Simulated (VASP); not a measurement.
# TeAu (Fd-3m) in VASP: further runs

The runs below take TeAu through single point, relaxation of cell and atoms, with PBE.

Everything below comes from runs of VASP 6.6.1. Logs are shortened: lines on timing, memory, paths and dates and some standing lists are left out, and cuts for length are marked.

## (1) The cell of the first run

Symmetry: Fd-3m, No. 227, cubic system. Conventional cell: a = 7.207 Å, b = 7.207 Å, c = 7.207 Å, α = 90.00°, β = 90.00°, γ = 90.00°. Within 4.1 Å of Te (site symmetry -43m) lie 4 Te at 3.12 Å and 10 Au at 3.12 to 3.60 Å. Au (site symmetry -43m) has 10 Te at 3.12 to 3.60 Å and 4 Au at 3.12 Å within 4.1 Å.

## (2) Single point, PBE

Contents of INCAR:

```
SYSTEM = TeAu
ALGO = Normal
EDIFF = 1E-6
ENCUT = 520
GGA = PE
ISIF = 2
ISMEAR = 0
LASPH = .True.
LCHARG = .False.
LREAL = .False.
LWAVE = .False.
NBANDS = 25
NELM = 100
PREC = Accurate
SIGMA = 0.1
```

Contents of KPOINTS:

```
k-points
0
Gamma
  12 12 12
  0 0 0
```

Contents of POSCAR:

```
TeAu
1.0
    0.0000000000      3.6033402156      3.6033402156
    3.6033402156      0.0000000000      3.6033402156
    3.6033402156      3.6033402156      0.0000000000
Te Au
2 2
Direct
    0.2500000000      0.2500000000      0.2500000000
    0.0000000000      0.0000000000      0.0000000000
    0.7500000000      0.7500000000      0.7500000000
    0.5000000000      0.5000000000      0.5000000000
```

Potentials or basis: VASP PAW PBE potentials, release 64 (Te, Au).

Command:

```bash
> cat potpaw_PBE.64/Te/POTCAR potpaw_PBE.64/Au/POTCAR > POTCAR
> mpirun -np 1 vasp_std > vasp.out
```

OUTCAR:

```text
SYSTEM = TeAu
   EDIFF = 1E-6
   ENCUT = 520
   GGA = PE
   ISIF = 2
   ISMEAR = 0
   LASPH = .True.
   LREAL = .False.
   NELM = 100
   PREC = Accurate

 ion  position               nearest neighbor table
   1  0.250  0.250  0.250-   2 3.12   2 3.12   2 3.12   2 3.12   4 3.12   4 3.12   4 3.12   4 3.12
                             3 3.60   3 3.60   3 3.60   3 3.60   3 3.60   3 3.60
   2  0.000  0.000  0.000-   3 3.12   3 3.12   3 3.12   1 3.12   3 3.12   1 3.12   1 3.12   1 3.12
                             4 3.60   4 3.60   4 3.60   4 3.60   4 3.60   4 3.60
   3  0.750  0.750  0.750-   4 3.12   4 3.12   4 3.12   2 3.12   4 3.12   2 3.12   2 3.12   2 3.12
                             1 3.60   1 3.60   1 3.60   1 3.60   1 3.60   1 3.60
   4  0.500  0.500  0.500-   1 3.12   1 3.12   1 3.12   1 3.12   3 3.12   3 3.12   3 3.12   3 3.12
                             2 3.60   2 3.60   2 3.60   2 3.60   2 3.60   2 3.60

  LATTYP: Found a face centered cubic cell.
 ALAT       =     7.2066804312

  Lattice vectors:

 A1 = (   0.0000000000,   3.6033402156,   3.6033402156)
 A2 = (   3.6033402156,   0.0000000000,   3.6033402156)
 A3 = (   3.6033402156,   3.6033402156,   0.0000000000)

Analysis of symmetry for initial positions (statically):
=====================================================================
 Subroutine PRICEL returns:
 Original cell was already a primitive cell.

 Routine SETGRP: Setting up the symmetry group for a
 face centered cubic supercell.

 Subroutine GETGRP returns: Found 48 space group operations
 (whereof 24 operations were pure point group operations)
 out of a pool of 48 trial point group operations.

The static configuration has the point symmetry T_d .
 The point group associated with its full space group is O_h .

Analysis of symmetry for dynamics (positions and initial velocities):
=====================================================================
 Subroutine PRICEL returns:
 Original cell was already a primitive cell.

 Routine SETGRP: Setting up the symmetry group for a
 face centered cubic supercell.

 Subroutine GETGRP returns: Found 48 space group operations
 (whereof 24 operations were pure point group operations)
 out of a pool of 48 trial point group operations.

The dynamic configuration has the point symmetry T_d .
 The point group associated with its full space group is O_h .

 Subroutine INISYM returns: Found 48 space group operations
 (whereof 24 operations are pure point group operations),
 and found     1 'primitive' translations

----------------------------------------------------------------------------------------

                                     Primitive cell

  volume of cell :      93.5720

  direct lattice vectors                    reciprocal lattice vectors
     0.000000000  3.603340216  3.603340216    -0.138760142  0.138760142  0.138760142
     3.603340216  0.000000000  3.603340216     0.138760142 -0.138760142  0.138760142
     3.603340216  3.603340216  0.000000000     0.138760142  0.138760142 -0.138760142

  length of vectors
     5.095892603  5.095892603  5.095892603     0.240339616  0.240339616  0.240339616

  position of ions in fractional coordinates (direct lattice)
     0.250000000  0.250000000  0.250000000
     0.000000000  0.000000000  0.000000000
     0.750000000  0.750000000  0.750000000
     0.500000000  0.500000000  0.500000000

  ion indices of the primitive-cell ions
   primitive index   ion index
                 1           1
                 2           2
                 3           3
                 4           4

----------------------------------------------------------------------------------------

 KPOINTS: k-points

Automatic generation of k-mesh.
 Grid dimensions read from file:
 generate k-points for:   12   12   12

 Generating k-lattice:

  Cartesian coordinates                     Fractional coordinates (reciprocal lattice)
    -0.011563345  0.011563345  0.011563345     0.083333333  0.000000000  0.000000000
     0.011563345 -0.011563345  0.011563345     0.000000000  0.083333333  0.000000000
     0.011563345  0.011563345 -0.011563345     0.000000000  0.000000000  0.083333333

  Length of vectors
     0.020028301  0.020028301  0.020028301

  Shift w.r.t. Gamma in fractional coordinates (k-lattice)
     0.000000000  0.000000000  0.000000000

 Subroutine IBZKPT returns following result:
 ===========================================

 Found     72 irreducible k-points:

 Following reciprocal coordinates:
            Coordinates               Weight
  0.000000  0.000000  0.000000      1.000000
  0.083333  0.000000  0.000000      8.000000
  0.166667  0.000000  0.000000      8.000000
  0.250000  0.000000  0.000000      8.000000
  0.333333  0.000000  0.000000      8.000000
  0.416667  0.000000  0.000000      8.000000
[... 16 lines left out ...]
  0.500000  0.166667  0.000000     24.000000
 -0.416667  0.166667  0.000000     24.000000
 [... further k-points ...]
   k-points           NKPTS =     72   k-points in BZ     NKDIM =     72   number of bands    NBANDS=     25
   number of dos      NEDOS =    301   number of ions     NIONS =      4
   total plane-waves  NPLWV =  64000
   dimension x,y,z NGX =    40 NGY =   40 NGZ =   40
   dimension x,y,z NGXF=    80 NGYF=   80 NGZF=   80
   ions per type =               2   2
   NGX,Y,Z   is equivalent  to a cutoff of  13.05, 13.05, 13.05 a.u.
   NGXF,Y,Z  is equivalent  to a cutoff of  26.10, 26.10, 26.10 a.u.
 SYSTEM =  TeAu
   PREC   = accura    normal or accurate (medium, high low for compatibility)
   ISTART =      0    job   : 0-new  1-cont  2-samecut
   ICHARG =      2    charge: 1-file 2-atom 10-const
   ISPIN  =      1    spin polarized calculation?
   LNONCOLLINEAR =      F non collinear calculations
   LSORBIT =      F    spin-orbit coupling
   LASPH  =      T    aspherical Exc in radial PAW
   ENCUT  =  520.0 eV  38.22 Ry    6.18 a.u.   9.47  9.47  9.47*2*pi/ulx,y,z
   NELM   =    100;   NELMIN=  2; NELMDL= -5     # of ELM steps
   EDIFF  = 0.1E-05   stopping-criterion for ELM
   LREAL  =      F    real-space projection
[... 7 lines left out ...]
   TEBEG  =    0.0;   TEEND  =   0.0 temperature during run
   PSTRESS=    0.0 pullay stress
   NELECT =      34.0000    total number of electrons
   NUPDOWN=      -1.0000    fix difference up-down
   EMIN   =  10.00;   EMAX   =-10.00  energy-range for DOS
   EFERMI =   0.00;   METHOD = LEGACY
   ISMEAR =     0;   SIGMA  =   0.10  broadening in eV -4-tet -1-fermi 0-gaus
   EFERMI_NEDOS =   21; number of points for ismear=-14 and -15
   IALGO  =     38    algorithm
   IMIX   =      4    mixing-type and parameters
     AMIX     =   0.40;   BMIX     =  1.00
     AMIX_MAG =   1.60;   BMIX_MAG =  1.00
  volume/ion in A,a.u.               =      23.39       157.86
  Fermi-wavevector in a.u.,A,eV,Ry     =   1.168205  2.207588 18.567923  1.364704
  Thomas-Fermi vector in A             =   2.304695
   LORBIT       =      0    0 simple, 1 ext, 2 COOP (PROOUT), +10 PAW based schemes
   GGA     = PE    functional components
   LHFCALC =     F    Hartree Fock is set to
   AEXX    =    0.0000 exact exchange contribution
   IVDW    =     0    specifies the selected vdW correction
   LEPSILON=     F    determine dielectric tensor
   LRPA    =     F    only Hartree local field effects (RPA)
 non-spin polarized calculation
 Gauss-broadening in eV      SIGMA  =   0.10
  energy-cutoff  :      520.00
  volume of cell :       93.57
 maximum number of plane-waves:      2565
 NGX is ok and might be reduce to    40
   NGX = 19   NGY = 19   NGZ = 19

 number of electron      34.0000003 magnetization

 Free energy of the ion-electron system (eV)
  ---------------------------------------------------
  ext. energy  EPLUGINS =         0.00000000
  ---------------------------------------------------
  free energy    TOTEN  =       -11.18648354 eV

  energy without entropy =      -11.17108507  energy(sigma->0) =      -11.17878431

 E-fermi :   8.1629     XC(G=0): -10.9579

 val. band max:        8.1584873457   @ k =  -0.4167   0.1667   0.0833
 cond. band min:       8.1702707807   @ k =  -0.4167   0.2500   0.0000
 fundamental gap:      0.0117834351
 Fermi energy:         8.1629093733

 k-point     1 :       0.0000    0.0000    0.0000
  band No.  band energies     occupation
      1      -5.5333      2.00000
      2      -1.0371      2.00000
      3       3.1380      2.00000
      4       3.1380      2.00000
      5       3.1380      2.00000
      6       3.8466      2.00000
[... 17 lines left out ...]
     24      14.7755      0.00000
     25      14.7755      0.00000

 k-point     2 :       0.0833    0.0000    0.0000
  band No.  band energies     occupation
      1      -5.4884      2.00000
      2      -1.1463      2.00000
      3       3.0786      2.00000
      4       3.0786      2.00000
      5       3.1954      2.00000
      6       3.6669      2.00000
[... 17 lines left out ...]
     24      15.0162      0.00000
     25      15.0162      0.00000

 k-point     3 :       0.1667    0.0000    0.0000
  band No.  band energies     occupation
      1      -5.3573      2.00000
      2      -1.4377      2.00000
      3       2.9452      2.00000
      4       2.9467      2.00000
      5       2.9467      2.00000
      6       3.7545      2.00000
[... 17 lines left out ...]
     24      15.6382      0.00000
     25      15.6382      0.00000

 k-point     4 :       0.2500    0.0000    0.0000
  band No.  band energies     occupation
      1      -5.1517      2.00000
      2      -1.8367      2.00000
      3       2.5764      2.00000
      4       2.8046      2.00000
      5       2.8046      2.00000
      6       3.8196      2.00000
[... 17 lines left out ...]
     24      16.2361      0.00000
     25      16.3953      0.00000
[... 477 lines left out ...]
 k-point    22 :       0.4167    0.1667    0.0000
  band No.  band energies     occupation
      1      -4.6660      2.00000
      2      -2.5829      2.00000
      3       1.8962      2.00000
      4       2.7211      2.00000
      5       3.1975      2.00000
      6       3.8056      2.00000
[... 17 lines left out ...]
     24      14.6455      0.00000
     25      16.4204      0.00000

 k-point    23 :       0.5000    0.1667    0.0000
  band No.  band energies     occupation
      1      -4.4533      2.00000
      2      -2.8615      2.00000
      3       1.7263      2.00000
      4       2.6323      2.00000
      5       3.3176      2.00000
      6       3.8373      2.00000
[... 17 lines left out ...]
     24      15.1471      0.00000
     25      15.8662      0.00000

 k-point    24 :      -0.4167    0.1667    0.0000
  band No.  band energies     occupation
      1      -4.4186      2.00000
      2      -2.9024      2.00000
      3       1.6563      2.00000
      4       2.5877      2.00000
      5       3.4446      2.00000
      6       3.8345      2.00000
[... 17 lines left out ...]
     24      15.1895      0.00000
     25      15.4840      0.00000

 [... further k-points ...]
[... 5 lines left out ...]
  --------------------------------------------------------------------------------------
  -------------------------------------------------------------------------------------
  Total       -0.0828410     -0.0828410     -0.0828410     -0.0000000     -0.0000000     -0.0000000
  in kB       -1.4184375     -1.4184375     -1.4184375     -0.0000000     -0.0000000     -0.0000000
  external PRESSURE =      -1.4184375 kB  Pullay stress =       0.0000000 kB

 VOLUME and BASIS-vectors are now :
 -----------------------------------------------------------------------------
  energy-cutoff  :      520.00
  volume of cell :       93.57
      direct lattice vectors                 reciprocal lattice vectors
     0.000000000  3.603340216  3.603340216    -0.138760142  0.138760142  0.138760142
     3.603340216  0.000000000  3.603340216     0.138760142 -0.138760142  0.138760142
     3.603340216  3.603340216  0.000000000     0.138760142  0.138760142 -0.138760142

 POSITION                                       TOTAL-FORCE (eV/Angst)
 -----------------------------------------------------------------------------------
      1.80167      1.80167      1.80167         0.000000      0.000000     -0.000000
      0.00000      0.00000      0.00000         0.000000     -0.000000      0.000000
      5.40501      5.40501      5.40501        -0.000000     -0.000000     -0.000000
      3.60334      3.60334      3.60334         0.000000      0.000000      0.000000
 -----------------------------------------------------------------------------------
    total drift:                               -0.000000     -0.000000      0.000000

  FREE ENERGIE OF THE ION-ELECTRON SYSTEM (eV)
  ---------------------------------------------------
  free  energy   TOTEN  =       -11.1864835377 eV

  energy  without entropy=      -11.1710850729  energy(sigma->0) =      -11.17878431
```

Run time: 1.7 min. Hardware: 1 thread of Intel Xeon Platinum 8559C (Emerald Rapids), shared host; peak memory 0.33 GiB.

What came out:

```yaml
Free_energy: -11.1865 eV
Pressure: -0.1 GPa
Band_gap_on_the_k_mesh: zero (band 17 reaches 9.86 eV, above the bottom of band 18 at 7.70 eV)
```

Levels at points of the mesh, in eV from the Fermi level:
| k point | band 15 | band 16 | band 17 | band 18 | band 19 | band 20 |
| --- | --- | --- | --- | --- | --- | --- |
| (0.00, 0.00, 0.00) | -2.26 | -2.26 | -0.01 | -0.01 | -0.01 | 3.30 |
| (0.50, 0.00, 0.00) | -1.76 | -0.69 | -0.69 | 0.03 | 0.74 | 1.35 |
| (0.50, 0.50, 0.00) | -2.37 | -2.37 | 1.70 | 1.70 | 1.91 | 1.91 |

Caveat: spin-orbit coupling is left out, which moves the levels of the heavy elements.

## (3) Relaxation of cell and atoms, PBE

This run uses another cell than the first one, of 23.32 Å³/atom, 0.997 times its volume.

Contents of INCAR:

```
  PREC = Accurate
  ENCUT = 600
  EDIFF = 1E-6
  ISMEAR = 0
  SIGMA = 0.1
  LREAL = F
  LASPH = T
  NELM = 100
  ALGO = Normal
  ISIF = 3
  LWAVE = F
  LCHARG = F
  GGA = PE
  IBRION = 2
  NSW = 100
  EDIFFG = -0.01
```

Contents of KPOINTS:

```
Automatic mesh
0
Gamma
  12 12 12
```

Contents of POSCAR:

```
TeAu
1.0
    0.0000000000      3.5997221084      3.5997221084
    3.5997221084      0.0000000000      3.5997221084
    3.5997221084      3.5997221084      0.0000000000
Te Au
2 2
Direct
    0.2500000000      0.2500000000      0.2500000000
    0.0000000000      0.0000000000      0.0000000000
    0.7500000000      0.7500000000      0.7500000000
    0.5000000000      0.5000000000      0.5000000000
```

Potentials or basis: VASP PAW PBE potentials, release 64 (Te, Au).

Command:

```bash
> cat potpaw_PBE.64/Te/POTCAR potpaw_PBE.64/Au/POTCAR > POTCAR
> mpirun -np 1 vasp_std > vasp.out
```

Wall time 2.6 min (1 thread of Intel Xeon Platinum 8559C (Emerald Rapids), shared host); peak memory 0.36 GiB.

The run converged. Its results:

```
Free energy                            : -11.1862 eV
Relaxed volume                         : 23.38 Å³/atom
Relaxed cell                           : a = 5.095 Å, b = 5.095 Å, c = 5.095 Å, α = 60.00°, β = 60.00°, γ = 60.00°
Space group after relaxing (to 0.05 Å) : Fd-3m (No. 227)
Energy gained by relaxing              : 0.0 meV/atom
Ionic steps                            : 2
Pressure after relaxing                : -0.1 GPa
Band gap on the k mesh                 : zero (band 17 reaches 9.87 eV, above the bottom of band 18 at 7.71 eV)
```

Final structure:
```xyz
4
Lattice="0.0000 3.6026 3.6026 3.6026 0.0000 3.6026 3.6026 3.6026 0.0000" Properties=species:S:1:pos:R:3 pbc="T T T"
Te    1.8013    1.8013    1.8013
Te    0.0000    0.0000    0.0000
Au    5.4039    5.4039    5.4039
Au    3.6026    3.6026    3.6026
```

Levels at points of the mesh, in eV from the Fermi level:
```csv
k point,band 13,band 14,band 15,band 16,band 17,band 18,band 19,band 20,band 21
"(0.00, 0.00, 0.00)",-2.84,-2.26,-2.26,-2.26,-0.01,-0.01,-0.01,3.31,3.60
"(0.50, 0.00, 0.00)",-2.96,-1.76,-1.76,-0.69,-0.69,0.03,0.74,1.35,4.52
"(0.50, 0.50, 0.00)",-3.16,-3.16,-2.38,-2.38,1.70,1.70,1.91,1.91,4.84
```

Caveat: spin-orbit coupling is left out, which moves the levels of the heavy elements.

## (4) Single point, PBE

This run uses another cell than the first one, of 16.12 Å³/atom, 0.689 times its volume.

Contents of INCAR:

```
SYSTEM = TeAu
PREC = Accurate ; ENCUT = 520
EDIFF = 1E-7 ; ISMEAR = 0
SIGMA = 0.1 ; LREAL = .FALSE.
LASPH = .TRUE. ; NELM = 100
ALGO = Normal ; ISIF = 2
LWAVE = .FALSE. ; LCHARG = .FALSE.
GGA = PE ; NBANDS = 25
```

Contents of KPOINTS:

```
regular mesh
0
G
  6 6 6
  0 0 0
```

Contents of POSCAR:

```
TeAu
1.0
    0.0000000000      3.1827539200      3.1827539200
    3.1827539200      0.0000000000      3.1827539200
    3.1827539200      3.1827539200      0.0000000000
Te Au
2 2
Direct
    0.7500000000      0.7500000000      0.7500000000
    0.5000000000      0.5000000000      0.5000000000
    0.2500000000      0.2500000000      0.2500000000
    0.0000000000      0.0000000000      0.0000000000
```

Command:

```bash
> cat potpaw_PBE.64/Te/POTCAR potpaw_PBE.64/Au/POTCAR > POTCAR
> mpirun -np 1 vasp_std > vasp.out
```

Run time: 20 s. Hardware: 1 thread of Intel Xeon Platinum 8559C (Emerald Rapids), shared host; peak memory 0.2 GiB.

Results (log left out):

| Property | Result |
| --- | --- |
| Free energy | -6.6647 eV |
| Pressure | 72.4 GPa |
| Band gap on the k mesh | zero (band 17 reaches 17.64 eV, above the bottom of band 18 at 13.62 eV) |

Levels at points of the mesh, in eV from the Fermi level:
```tsv
k point	band 15	band 16	band 17	band 18	band 19	band 20
(0.00, 0.00, 0.00)	-3.47	-3.47	0.10	0.10	0.10	2.80
(0.50, 0.00, 0.00)	-2.44	-1.81	-1.81	0.01	1.88	2.24
(0.50, 0.50, 0.00)	-3.08	-3.08	2.72	2.72	3.00	3.00
```

Caveat: spin-orbit coupling is left out, which moves the levels of the heavy elements.

[end of part 1 of 3]
